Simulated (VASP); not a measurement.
A run of VASP 6.6.1:

File INCAR:

```
SYSTEM = SiGe2
PREC = Accurate
ENCUT = 520
EDIFF = 1E-6
ISMEAR = -1
SIGMA = 0.02
LREAL = .False.
LASPH = .True.
NELM = 80
ALGO = Normal
ISIF = 2
LWAVE = .False.
LCHARG = .True.
GGA = PE
LELF = .True.
LVHAR = .True.
NBANDS = 41
```

Contents of KPOINTS:

```
Automatic mesh
0
Gamma
  12 12 4
  0 0 0
```

File POSCAR:

```
SiGe2
1.0
    3.9958140310      0.0000000000      0.0000000000
   -1.9979070155      3.4604764596      0.0000000000
    0.0000000000      0.0000000000      9.7885366152
Si Ge
2 4
Direct
    0.0000000000      0.0000000000     -0.0018511468
    0.6666666667      0.3333333333      0.6685748088
    0.3333333333      0.6666666667      0.3333054076
    0.6666666667      0.3333333333      0.9167724725
    0.3333333333      0.6666666667      0.5876789151
    0.0000000000      0.0000000000      0.2455195429
```

Potentials or basis: VASP PAW PBE potentials, release 64 (Si, Ge_d).

The run is started by

```console
$ cat potpaw_PBE.64/Si/POTCAR potpaw_PBE.64/Ge_d/POTCAR > POTCAR
$ mpirun -np 1 vasp_std > vasp.out
```

Hardware: 1 thread of AMD EPYC 9R45 96-Core Processor (Zen 5), on a shared host.

How long does it take, and how much memory?

Wall time 3.4 min on 1 thread of AMD EPYC 9R45 96-Core Processor (Zen 5) (shared host), peak memory 0.4 GiB. Counts: scf iterations 14, k points 69.
